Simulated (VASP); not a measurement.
Set up this calculation in VASP 6.6.1, as the native input.

| Property | Result |
| --- | --- |
| Task | single point |
| Functional | PBE |
| Potentials or basis | VASP PAW PBE potentials, release 64 (Pt) |
| Cutoff | 520 eV |
| k mesh | 18 × 18 × 10 |
| Occupations | gaussian, width 0.15 eV |
| Spin | no spin polarisation |
| Dipole correction | no |
| Further INCAR settings | ALGO = Fast; EDIFF = 1e-06; NBANDS = 17 |

The structure of Pt lies in POSCAR:

```
Pt
1.0
    3.0343935762      0.0000000000      0.0000000000
   -1.5171967881      2.5084136529      0.0000000000
    0.0000000000      0.0000000000      4.7813829983
Pt
2
Direct
    0.6666666667      0.3333333333      0.7500000000
    0.3333333333      0.6666666667      0.2500000000
```

This cell differs from its parent crystal: normal strain along x +0.1000, normal strain along y +0.0500.

One way to write it, as run:

INCAR

```
SYSTEM = Pt
PREC = Accurate
ENCUT = 520
EDIFF = 1E-6
ISMEAR = 0
SIGMA = 0.15
LREAL = .FALSE.
LASPH = .TRUE.
NELM = 100
ALGO = Fast
ISIF = 2
LWAVE = .FALSE.
LCHARG = .FALSE.
GGA = PE
NBANDS = 17
```

KPOINTS

```
Automatic mesh
0
G
  18 18 10
  0 0 0
```

Potentials or basis: VASP PAW PBE potentials, release 64 (Pt).

Command:

```console
$ cat potpaw_PBE.64/Pt/POTCAR > POTCAR
$ mpirun -np 1 vasp_std > vasp.out
```

Results of the run:

| Item | Value |
| --- | --- |
| Pressure | -23.4 GPa |
| Largest force | 0.032 eV/Å |
| Band gap on the k mesh | zero (bands 10 and 11 overlap by 0.88 eV) |

Caveat: the cell differs from its parent crystal (normal strain along x +0.1000, normal strain along y +0.0500); the cell stands under tension; spin-orbit coupling is left out, which moves the levels of the heavy elements.

It took 8.4 min on 1 thread of Intel Xeon 8259CL (shared host), peak memory 0.35 GiB.
